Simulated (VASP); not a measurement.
# CuAu (P4/mmm) in VASP: relaxation of cell and atoms with PBEsol

Aim: the relaxation of cell and atoms of CuAu with PBEsol.

Program: VASP 6.6.1. These are calculated values, not measurements. Logs are shortened: lines on timing, memory, paths and dates and some standing lists are left out, and cuts for length are marked.

## 1. The cell of the first run

It takes space group P4/mmm (No. 123, tetragonal). Conventional cell: a = 2.800 Å, b = 2.800 Å, c = 3.670 Å, α = 90.00°, β = 90.00°, γ = 90.00°. Within 3.7 Å of Cu (site symmetry 4/mmm) lie 8 Au at 2.70 Å and 6 Cu at 2.80 to 3.67 Å. Au (site symmetry 4/mmm) has 8 Cu at 2.70 Å and 6 Au at 2.80 to 3.67 Å within 3.7 Å.

## 2. Relaxation of cell and atoms, PBEsol

Contents of INCAR:

```
PREC     = Accurate       # precision mode
ENCUT    = 600            # plane-wave cutoff, eV
EDIFF    = 1E-7           # SCF threshold, eV
ISMEAR   = 0              # smearing method
SIGMA    = 0.1            # smearing width, eV
LREAL    = False          # projectors in reciprocal space
LASPH    = True           # aspherical terms in the spheres
NELM     = 60             # most SCF steps
ALGO     = Normal         # electronic algorithm
ISIF     = 3              # what is computed and relaxed
LWAVE    = False          # write WAVECAR
LCHARG   = False          # write CHGCAR
GGA      = PS             # functional
IBRION   = 2              # ionic algorithm
NSW      = 100            # ionic steps
EDIFFG   = -0.005         # ionic threshold
```

Contents of KPOINTS:

```
regular mesh
0
Gamma
  16 16 12
```

Contents of POSCAR:

```
CuAu
1.0
    2.8000000000      0.0000000000      0.0000000000
    0.0000000000      2.8000000000      0.0000000000
    0.0000000000      0.0000000000      3.6700000000
Cu Au
1 1
Direct
    0.5000000000      0.5000000000      0.5000000000
    0.0000000000      0.0000000000      0.0000000000
```

Potentials or basis: VASP PAW PBE potentials, release 64 (Cu, Au).

On the command line:

```bash
$ cat potpaw_PBE.64/Cu/POTCAR potpaw_PBE.64/Au/POTCAR > POTCAR
$ mpirun -np 1 vasp_std > vasp.out
```

OUTCAR:

```text
PREC = Accurate
   ENCUT = 600
   EDIFF = 1E-7
   ISMEAR = 0
   LREAL = False
   LASPH = True
   NELM = 60
   ISIF = 3
   GGA = PS
   IBRION = 2
   NSW = 100
   EDIFFG = -0.005

 ion  position               nearest neighbor table
   1  0.500  0.500  0.500-   2 2.70   2 2.70   2 2.70   2 2.70   2 2.70   2 2.70   2 2.70   2 2.70

   2  0.000  0.000  0.000-   1 2.70   1 2.70   1 2.70   1 2.70   1 2.70   1 2.70   1 2.70   1 2.70

  LATTYP: Found a simple tetragonal cell.
 ALAT       =     2.8000000000
 C/A-ratio  =     1.3107142857

  Lattice vectors:

 A1 = (   2.8000000000,   0.0000000000,   0.0000000000)
 A2 = (   0.0000000000,   2.8000000000,   0.0000000000)
 A3 = (   0.0000000000,   0.0000000000,   3.6700000000)

Analysis of symmetry for initial positions (statically):
=====================================================================
 Subroutine PRICEL returns:
 Original cell was already a primitive cell.

 Routine SETGRP: Setting up the symmetry group for a
 simple tetragonal supercell.

 Subroutine GETGRP returns: Found 16 space group operations
 (whereof 16 operations were pure point group operations)
 out of a pool of 16 trial point group operations.

The static configuration has the point symmetry D_4h.

Analysis of symmetry for dynamics (positions and initial velocities):
=====================================================================
 Subroutine PRICEL returns:
 Original cell was already a primitive cell.

 Routine SETGRP: Setting up the symmetry group for a
 simple tetragonal supercell.

 Subroutine GETGRP returns: Found 16 space group operations
 (whereof 16 operations were pure point group operations)
 out of a pool of 16 trial point group operations.

The dynamic configuration has the point symmetry D_4h.

 Subroutine INISYM returns: Found 16 space group operations
 (whereof 16 operations are pure point group operations),
 and found     1 'primitive' translations

----------------------------------------------------------------------------------------

                                     Primitive cell

  volume of cell :      28.7728

  direct lattice vectors                    reciprocal lattice vectors
     2.800000000  0.000000000  0.000000000     0.357142857  0.000000000  0.000000000
     0.000000000  2.800000000  0.000000000     0.000000000  0.357142857  0.000000000
     0.000000000  0.000000000  3.670000000     0.000000000  0.000000000  0.272479564

  length of vectors
     2.800000000  2.800000000  3.670000000     0.357142857  0.357142857  0.272479564

  position of ions in fractional coordinates (direct lattice)
     0.500000000  0.500000000  0.500000000
     0.000000000  0.000000000  0.000000000

  ion indices of the primitive-cell ions
   primitive index   ion index
                 1           1
                 2           2

----------------------------------------------------------------------------------------

 KPOINTS: regular mesh

Automatic generation of k-mesh.
 Grid dimensions read from file:
 generate k-points for:   16   16   12

 Generating k-lattice:

  Cartesian coordinates                     Fractional coordinates (reciprocal lattice)
     0.022321429  0.000000000  0.000000000     0.062500000  0.000000000  0.000000000
     0.000000000  0.022321429  0.000000000     0.000000000  0.062500000  0.000000000
     0.000000000  0.000000000  0.022706630     0.000000000  0.000000000  0.083333333

  Length of vectors
     0.022321429  0.022321429  0.022706630

  Shift w.r.t. Gamma in fractional coordinates (k-lattice)
     0.000000000  0.000000000  0.000000000

 Subroutine IBZKPT returns following result:
 ===========================================

 Found    315 irreducible k-points:

 Following reciprocal coordinates:
            Coordinates               Weight
  0.000000  0.000000  0.000000      1.000000
  0.062500  0.000000  0.000000      4.000000
  0.125000  0.000000  0.000000      4.000000
  0.187500  0.000000  0.000000      4.000000
  0.250000  0.000000  0.000000      4.000000
  0.312500  0.000000  0.000000      4.000000
[... 16 lines left out ...]
  0.437500  0.125000  0.000000      8.000000
  0.500000  0.125000  0.000000      4.000000
 [... further k-points ...]
   k-points           NKPTS =    315   k-points in BZ     NKDIM =    315   number of bands    NBANDS=     15
   number of dos      NEDOS =    301   number of ions     NIONS =      2
   total plane-waves  NPLWV =  17280
   dimension x,y,z NGX =    24 NGY =   24 NGZ =   30
   dimension x,y,z NGXF=    48 NGYF=   48 NGZF=   60
   ions per type =               1   1
   NGX,Y,Z   is equivalent  to a cutoff of  14.25, 14.25, 13.59 a.u.
   NGXF,Y,Z  is equivalent  to a cutoff of  28.50, 28.50, 27.18 a.u.
 SYSTEM =  unknown system
   PREC   = accura    normal or accurate (medium, high low for compatibility)
   ISTART =      0    job   : 0-new  1-cont  2-samecut
   ICHARG =      2    charge: 1-file 2-atom 10-const
   ISPIN  =      1    spin polarized calculation?
   LNONCOLLINEAR =      F non collinear calculations
   LSORBIT =      F    spin-orbit coupling
   LASPH  =      T    aspherical Exc in radial PAW
   ENCUT  =  600.0 eV  44.10 Ry    6.64 a.u.   5.59  5.59  7.33*2*pi/ulx,y,z
   NELM   =     60;   NELMIN=  2; NELMDL= -5     # of ELM steps
   EDIFF  = 0.1E-06   stopping-criterion for ELM
   LREAL  =      F    real-space projection
   EDIFFG = -.5E-02   stopping-criterion for IOM
   NSW    =    100    number of steps for IOM
   IBRION =      2    ionic relax: 0-MD 1-quasi-New 2-CG
   NFREE  =      1    steps in history (QN), initial steepest desc. (CG)
   ISIF   =      3    stress and relaxation
   ISYM   =      2    0-nonsym 1-usesym 2-fastsym
   POTIM  = 0.5000    time-step for ionic-motion
   TEBEG  =    0.0;   TEEND  =   0.0 temperature during run
   PSTRESS=    0.0 pullay stress
   NELECT =      22.0000    total number of electrons
   NUPDOWN=      -1.0000    fix difference up-down
   EMIN   =  10.00;   EMAX   =-10.00  energy-range for DOS
   EFERMI =   0.00;   METHOD = LEGACY
   ISMEAR =     0;   SIGMA  =   0.10  broadening in eV -4-tet -1-fermi 0-gaus
   EFERMI_NEDOS =   21; number of points for ismear=-14 and -15
   IALGO  =     38    algorithm
   IMIX   =      4    mixing-type and parameters
     AMIX     =   0.40;   BMIX     =  1.00
     AMIX_MAG =   1.60;   BMIX_MAG =  1.00
  volume/ion in A,a.u.               =      14.39        97.08
  Fermi-wavevector in a.u.,A,eV,Ry     =   1.497000  2.828919 30.490762  2.241008
  Thomas-Fermi vector in A             =   2.608944
   LORBIT       =      0    0 simple, 1 ext, 2 COOP (PROOUT), +10 PAW based schemes
   GGA     = PS    functional components
   LHFCALC =     F    Hartree Fock is set to
   AEXX    =    0.0000 exact exchange contribution
   IVDW    =     0    specifies the selected vdW correction
   LEPSILON=     F    determine dielectric tensor
   LRPA    =     F    only Hartree local field effects (RPA)
 conjugate gradient relaxation of ions
 non-spin polarized calculation
 Gauss-broadening in eV      SIGMA  =   0.10
  energy-cutoff  :      600.00
  volume of cell :       28.77
 maximum number of plane-waves:       980
 NGX is ok and might be reduce to    24
   NGX = 11   NGY = 11   NGZ = 15

--------------------------------------- Ionic step        1  -------------------------------------------

 number of electron      22.0000012 magnetization

 Free energy of the ion-electron system (eV)
  ---------------------------------------------------
  ext. energy  EPLUGINS =         0.00000000
  ---------------------------------------------------
  free energy    TOTEN  =        -8.35552179 eV

  energy without entropy =       -8.35197527  energy(sigma->0) =       -8.35374853

------------------------ aborting loop because EDIFF is reached ----------------------------------------

  FORCE on cell =-STRESS in cart. coord.  units (eV):
  Direction    XX          YY          ZZ          XY          YZ          ZX
  --------------------------------------------------------------------------------------
  -------------------------------------------------------------------------------------
  Total       -0.2469629     -0.2469629     -0.4388250      0.0000000      0.0000000     -0.0000000
  in kB      -13.7518179    -13.7518179    -24.4354212      0.0000000      0.0000000     -0.0000000
  external PRESSURE =     -17.3130190 kB  Pullay stress =       0.0000000 kB
[... 89 lines left out ...]
  FREE ENERGIE OF THE ION-ELECTRON SYSTEM (eV)
  ---------------------------------------------------
  free  energy   TOTEN  =        -8.3575095257 eV

  energy  without entropy=       -8.3540652599  energy(sigma->0) =       -8.35578739

[... ionic steps 4 to 7 ...]

--------------------------------------- Ionic step        8  -------------------------------------------

 number of electron      21.9999996 magnetization

------------------------ aborting loop because EDIFF is reached ----------------------------------------

  FORCE on cell =-STRESS in cart. coord.  units (eV):
  Direction    XX          YY          ZZ          XY          YZ          ZX
  --------------------------------------------------------------------------------------
  -------------------------------------------------------------------------------------
  Total        0.0185874      0.0185874      0.0186266      0.0000000      0.0000000     -0.0000000
  in kB        1.0473918      1.0473918      1.0495993      0.0000000      0.0000000     -0.0000000
  external PRESSURE =       1.0481276 kB  Pullay stress =       0.0000000 kB
[... 57 lines left out ...]
  energy  without entropy=       -8.3564392413  energy(sigma->0) =       -8.35793098

--------------------------------------- Ionic step       10  -------------------------------------------

 number of electron      21.9999996 magnetization

 Free energy of the ion-electron system (eV)
  ---------------------------------------------------
  ext. energy  EPLUGINS =         0.00000000
  ---------------------------------------------------
  free energy    TOTEN  =        -8.35947750 eV

  energy without entropy =       -8.35650501  energy(sigma->0) =       -8.35799126

 E-fermi :   8.9034     XC(G=0): -12.9718

 val. band max:        8.8855277783   @ k =   0.3750   0.3750   0.2500
 cond. band min:       8.9122670778   @ k =   0.5000   0.3125   0.0833
 fundamental gap:      0.0267392995
 Fermi energy:         8.9033728828

 k-point     1 :       0.0000    0.0000    0.0000
  band No.  band energies     occupation
      1      -1.1455      2.00000
      2       2.1675      2.00000
      3       2.3020      2.00000
      4       4.7055      2.00000
      5       4.7055      2.00000
      6       5.7410      2.00000
      7       6.0469      2.00000
      8       6.7506      2.00000
      9       7.1720      2.00000
     10       7.3999      2.00000
     11       7.3999      2.00000
     12      11.3550      0.00000
     13      17.6697      0.00000
     14      18.5727      0.00000
     15      18.5727      0.00000
[... 397 lines left out ...]
 k-point    24 :       0.5000    0.1250    0.0000
  band No.  band energies     occupation
      1       2.4085      2.00000
      2       3.2745      2.00000
      3       3.3988      2.00000
      4       3.4717      2.00000
      5       4.6913      2.00000
      6       5.2252      2.00000
      7       6.2319      2.00000
      8       6.4836      2.00000
      9       6.5108      2.00000
     10       6.7323      2.00000
     11       8.0165      2.00000
     12       8.6842      1.99806
     13      18.9685      0.00000
     14      19.2847      0.00000
     15      20.2514      0.00000

 [... further k-points ...]
[... 5 lines left out ...]
  --------------------------------------------------------------------------------------
  -------------------------------------------------------------------------------------
  Total       -0.0014209     -0.0014209     -0.0015048      0.0000000      0.0000000      0.0000000
  in kB       -0.0800243     -0.0800243     -0.0847517      0.0000000      0.0000000      0.0000000
  external PRESSURE =      -0.0816001 kB  Pullay stress =       0.0000000 kB
[... 17 lines left out ...]
  FREE ENERGIE OF THE ION-ELECTRON SYSTEM (eV)
  ---------------------------------------------------
  free  energy   TOTEN  =        -8.3594774969 eV

  energy  without entropy=       -8.3565050145  energy(sigma->0) =       -8.35799126

 reached required accuracy - stopping structural energy minimisation
```

It took 10 min on 1 thread of Intel Xeon Platinum 8259CL at 2.50GHz (Skylake/Cascade Lake), shared host; peak memory 0.32 GiB.

Results:

```
Free energy                           : -8.3595 eV
Relaxed volume                        : 14.22 Å³/atom
Relaxed cell                          : a = 2.817 Å, b = 2.817 Å, c = 3.584 Å, α = 90.00°, β = 90.00°, γ = 90.00°
Space group after relaxing (to 0.1 Å) : P4/mmm (No. 123)
Energy gained by relaxing             : 2.0 meV/atom
Ionic steps                           : 10
Pressure after relaxing               : 0.0 GPa
Band gap on the k mesh                : zero (bands 11 and 12 overlap by 7.35 eV)
```

The path:
| step | energy change (eV) | largest force (eV/Å) | pressure (GPa) | volume (Å³) |
| --- | --- | --- | --- | --- |
| 1 | 0.0000 | 0.0000 | -1.73 | 28.77 |
| 2 | -0.0001 | 0.0000 | 2.08 | 28.13 |
| 3 | -0.0020 | 0.0000 | 0.16 | 28.44 |
| 4 | -0.0025 | 0.0000 | 0.12 | 28.44 |
| 5 | -0.0037 | 0.0000 | 0.09 | 28.44 |
| 6 | -0.0031 | 0.0000 | 0.05 | 28.42 |
| 7 | -0.0039 | 0.0000 | 0.11 | 28.43 |
| 8 | -0.0040 | 0.0000 | 0.10 | 28.43 |
| 9 | -0.0039 | 0.0000 | -0.30 | 28.50 |
| 10 | -0.0040 | 0.0000 | -0.01 | 28.45 |

Final structure:
```
Cu Au
1.0
     2.81744    0.00000    0.00000
     0.00000    2.81744    0.00000
     0.00000    0.00000    3.58374
Cu Au
1 1
Direct
  0.50000 0.50000 0.50000
  0.00000 0.00000 0.00000
```

Levels at points of the mesh, in eV from the Fermi level:
```csv
k point,band 9,band 10,band 11,band 12,band 13,band 14
"(0.00, 0.00, 0.00)",-1.73,-1.50,-1.50,2.45,8.77,9.67
"(0.50, 0.00, 0.00)",-2.52,-2.31,-0.99,-0.28,9.83,9.91
"(0.50, 0.50, 0.00)",-1.37,-1.37,0.37,0.37,4.96,6.83
"(0.00, 0.00, 0.50)",-2.46,-2.46,-2.37,-2.09,14.19,14.52
"(0.50, 0.00, 0.50)",-1.60,-1.54,-1.19,-1.18,2.70,4.59
"(0.50, 0.50, 0.50)",-1.74,-1.73,5.26,5.50,5.50,6.06
```

Caveat: the PAW data sets were made with another functional, which shifts forces and pressure a little; spin-orbit coupling is left out, which moves the levels of the heavy elements.

The gap in the log of VASP goes by the Fermi energy; the results here count the filled bands.